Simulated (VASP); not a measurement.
SnTe, 2 atoms in the cell. Symmetry: Fm-3m, No. 225, cubic system. Conventional cell: a = 6.302 Å, b = 6.302 Å, c = 6.302 Å, α = 90.00°, β = 90.00°, γ = 90.00°. Te (site symmetry m-3m) has 6 Sn at 3.15 Å within 4.1 Å. Sn (site symmetry m-3m) has 6 Te at 3.15 Å within 4.1 Å. 

| Item | Value |
| --- | --- |
| Program | VASP 6.6.1 |
| Task | relaxation of cell and atoms |
| Functional | PBE |
| Potentials or basis | VASP PAW PBE potentials, release 64 (Te, Sn_d) |
| Cutoff | 600 eV |
| k mesh | 7 × 7 × 7 |
| Occupations | fermi-dirac, width 0.05 eV |
| Spin | no spin polarisation |
| Target pressure | 20 GPa |
| Dipole correction | no |
| Further INCAR settings | ALGO = Normal; EDIFF = 1e-07; IBRION = 2; EDIFFG = -0.01; NSW = 60; ISIF = 3 |

Potentials or basis: VASP PAW PBE potentials, release 64 (Te, Sn_d).

The run is started by

```sh
$ cat potpaw_PBE.64/Te/POTCAR potpaw_PBE.64/Sn_d/POTCAR > POTCAR
$ mpirun -np 1 vasp_std > vasp.out
```

Hardware: 1 thread of Intel Xeon 8259CL, on a shared host.

**Question.** Estimate the wall time of this run.

**Answer.** Wall time 3.1 min on 1 thread of Intel Xeon 8259CL, with other jobs on the host, peak memory 0.23 GiB. Counts: scf iterations 56, k points 20, ion steps 5.
